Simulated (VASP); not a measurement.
Set up this calculation in VASP 6.6.1, as the native input.

| Item | Value |
| --- | --- |
| Task | single point |
| Functional | LDA |
| Potentials or basis | VASP PAW LDA potentials, release 64 (Cd, Se) |
| Cutoff | 520 eV |
| k mesh | 6 × 6 × 6 |
| Occupations | gaussian, width 0.01 eV |
| Spin | no spin polarisation |
| Dipole correction | no |
| Further INCAR settings | ALGO = Normal; EDIFF = 1e-06; NBANDS = 16 |

The structure of CdSe lies in POSCAR:

```
CdSe
1.0
    2.9728100947      2.9728100947      0.0000000000
   -2.9728100947      2.9728100947      0.0000000000
    0.0000000000      2.9728100947      2.9728100947
Cd Se
1 1
Direct
    0.0000000000      0.0000000000      0.0000000000
    0.7500000000      0.2500000000      0.5000000000
```

The input as run:

INCAR

```
SYSTEM = CdSe
  PREC = Accurate
  ENCUT = 520
  EDIFF = 1E-6
  ISMEAR = 0
  SIGMA = 0.01
  LREAL = .FALSE.
  LASPH = .TRUE.
  NELM = 60
  ALGO = Normal
  ISIF = 2
  LWAVE = .FALSE.
  LCHARG = .FALSE.
  GGA = CA
  NBANDS = 16
```

KPOINTS

```
Automatic mesh
0
G
  6 6 6
  0 0 0
```

Potentials or basis: VASP PAW LDA potentials, release 64 (Cd, Se).

Launch:

```bash
$ cat potpaw_LDA.64/Cd/POTCAR potpaw_LDA.64/Se/POTCAR > POTCAR
$ mpirun -np 1 vasp_std > vasp.out
```

It gave:

```
Pressure               : 2.5 GPa
Band gap on the k mesh : 0.50 eV, direct
```

Wall time 6.3 s on 1 thread of Intel Xeon 6975P-C, with other jobs on the host, peak memory 0.16 GiB.
